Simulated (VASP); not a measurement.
The system is Cu3TeAs3.

```xyz
7
Lattice="5.2727 0.0000 0.0000 0.0000 5.2727 0.0000 0.0000 0.0000 5.2727" Properties=species:S:1:pos:R:3 pbc="T T T"
Cu    2.6364    2.6364    0.0000
Cu    0.0000    2.6364    2.6364
Cu    2.6364    0.0000    2.6364
Te    2.6364    2.6364    2.6364
As    2.6364    0.0000    0.0000
As    0.0000    2.6364    0.0000
As    0.0000    0.0000    2.6364
```

The cell was built from a structure type or drawn by symmetry, and may not be a known phase.

- Program: VASP 6.6.1
- Task: relaxation of cell and atoms
- Functional: PBE
- Potentials or basis: VASP PAW PBE potentials, release 64 (Cu, Te, As)
- Cutoff: 600 eV
- k mesh: 4 × 4 × 4
- Occupations: gaussian, width 0.1 eV
- Spin: no spin polarisation

At the start: pressure -5.0 GPa; volume 20.94 Å³/atom.

Question: How do energy, volume and symmetry change on relaxing?

Answer: Over 3 steps the energy falls by 24.0 meV/atom and the volume is 19.48 Å³/atom (-7.0 %); space group Pm-3m (No. 221, to 0.1 Å) before and after.

The path:
```csv
step,energy change (eV),largest force (eV/Å),pressure (GPa),volume (Å³)
1,0.0000,0.0000,-5.04,146.59
2,-0.1483,0.0000,1.98,133.05
3,-0.1678,0.0000,-0.10,136.36
```

Final structure:
```yaml
crystal:
  lattice:
    - [5.14704, 0.00000, 0.00000]
    - [0.00000, 5.14704, 0.00000]
    - [0.00000, 0.00000, 5.14704]
  atoms:
    - { symbol: Cu, position: [0.50000, 0.50000, 0.00000] }
    - { symbol: Cu, position: [0.00000, 0.50000, 0.50000] }
    - { symbol: Cu, position: [0.50000, 0.00000, 0.50000] }
    - { symbol: Te, position: [0.50000, 0.50000, 0.50000] }
    - { symbol: As, position: [0.50000, 0.00000, 0.00000] }
    - { symbol: As, position: [0.00000, 0.50000, 0.00000] }
    - { symbol: As, position: [0.00000, 0.00000, 0.50000] }
```
